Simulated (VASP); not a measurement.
Wanted: the native input for a VASP 6.6.1 run.

- Task: single point
- Functional: r2SCAN
- Potentials or basis: VASP PAW PBE potentials, release 64 (Ni)
- Cutoff: 520 eV
- k mesh: 10 × 10 × 6
- Occupations: methfessel-paxton, width 0.005 eV
- Spin: collinear spin, ferromagnetic start
- Starting moments: [1.0, 1.0] μB
- Dipole correction: no
- Further INCAR settings: ALGO = Normal; EDIFF = 1e-06; NBANDS = 21

The system is Ni.

```
CELL_PARAMETERS angstrom
2.44802 0.00000 0.00000
-1.22401 2.12005 0.00000
0.00000 0.00000 4.07281
ATOMIC_POSITIONS crystal
Ni 0.66667 0.33333 0.75000
Ni 0.33333 0.66667 0.25000
```

The input as run:

POSCAR

```
Ni
1.0
    2.4480228978      0.0000000000      0.0000000000
   -1.2240114489      2.1200500186      0.0000000000
    0.0000000000      0.0000000000      4.0728075700
Ni
2
Direct
    0.6666666667      0.3333333333      0.7500000000
    0.3333333333      0.6666666667      0.2500000000
```

INCAR.step1

```
SYSTEM = Ni
ALGO = Normal
EDIFF = 1E-4
ENCUT = 520
GGA = PE
ISMEAR = 1
ISPIN = 2
LASPH = .TRUE.
LCHARG = .FALSE.
LMAXMIX = 4
LREAL = .FALSE.
LWAVE = .TRUE.
MAGMOM = 1 1
NBANDS = 21
NELM = 150
PREC = Accurate
SIGMA = 0.005
```

INCAR.step2

```
SYSTEM = Ni
ALGO = Normal
EDIFF = 1E-6
ENCUT = 520
ISIF = 2
ISMEAR = 1
ISPIN = 2
ISTART = 1
LASPH = .TRUE.
LCHARG = .FALSE.
LMAXMIX = 4
LMIXTAU = .TRUE.
LORBIT = 11
LREAL = .FALSE.
LWAVE = .FALSE.
MAGMOM = 1 1
METAGGA = R2SCAN
NBANDS = 21
NELM = 150
PREC = Accurate
SIGMA = 0.005
```

KPOINTS

```
k-points
0
G
  10 10 6
  0 0 0
```

Potentials or basis: VASP PAW PBE potentials, release 64 (Ni).

Command:

```console
$ cat potpaw_PBE.64/Ni/POTCAR > POTCAR
$ cp INCAR.step1 INCAR
$ mpirun -np 1 vasp_std > vasp.out
$ cp INCAR.step2 INCAR
$ mpirun -np 1 vasp_std > vasp.out
```

It gave:

| Item | Value |
| --- | --- |
| Pressure | 0.0 GPa |
| Net moment | 1.36 μB per cell |
| Site moments | Ni +0.70 μB |
| Valence electrons inside the program's atomic spheres | Ni 9.40 |

Caveat: the PAW data sets were made with another functional, which shifts forces and pressure a little.

Run time: 3.7 min on 1 thread of Intel(R) Xeon(R) Platinum 8259CL CPU @ 2.50GHz (Skylake/Cascade Lake) (shared host), peak memory 0.16 GiB.
